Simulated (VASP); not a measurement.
Wanted: the native input for a VASP 6.6.1 run.

| Quantity | Value |
| --- | --- |
| Task | single point |
| Functional | PBE |
| Potentials or basis | VASP PAW PBE potentials, release 64 (Te, Pb_d) |
| Cutoff | 520 eV |
| k mesh | 4 × 4 × 4 |
| Occupations | gaussian, width 0.01 eV |
| Spin | no spin polarisation |
| Dipole correction | no |
| Further INCAR settings | ALGO = Normal; EDIFF = 1e-06; NBANDS = 17 |

The structure of TePb lies in POSCAR:

```
TePb
1.0
    0.0000000000      3.2008645120      3.2678555508
    3.2678555508      0.0000000000      3.2678555508
    3.2678555508      3.2008645120      0.0000000000
Te Pb
1 1
Direct
    0.5000000000      0.5000000000      0.5000000000
    0.0000000000      0.0000000000      0.0000000000
```

This cell differs from its parent crystal: uniaxial y strain -2.0%.

The input as run:

INCAR

```
  PREC = Accurate
  ENCUT = 520
  EDIFF = 1E-6
  ISMEAR = 0
  SIGMA = 0.01
  LREAL = F
  LASPH = T
  NELM = 60
  ALGO = Normal
  ISIF = 2
  LWAVE = F
  LCHARG = F
  GGA = PE
  NBANDS = 17
```

KPOINTS

```
regular mesh
0
Gamma
  4 4 4
```

Potentials or basis: VASP PAW PBE potentials, release 64 (Te, Pb_d).

The run is started by

```bash
$ cat potpaw_PBE.64/Te/POTCAR potpaw_PBE.64/Pb_d/POTCAR > POTCAR
$ mpirun -np 1 vasp_std > vasp.out
```

Results of the run:

```yaml
Pressure: 1.5 GPa
Band_gap_on_the_k_mesh: 0.74 eV, direct
```

Caveat: the cell differs from its parent crystal (uniaxial y strain -2.0%); spin-orbit coupling is left out, which moves the levels of the heavy elements.

It took 14 s on 1 thread of Intel(R) Xeon(R) Platinum 8488C (Sapphire Rapids) (shared host), peak memory 0.2 GiB.
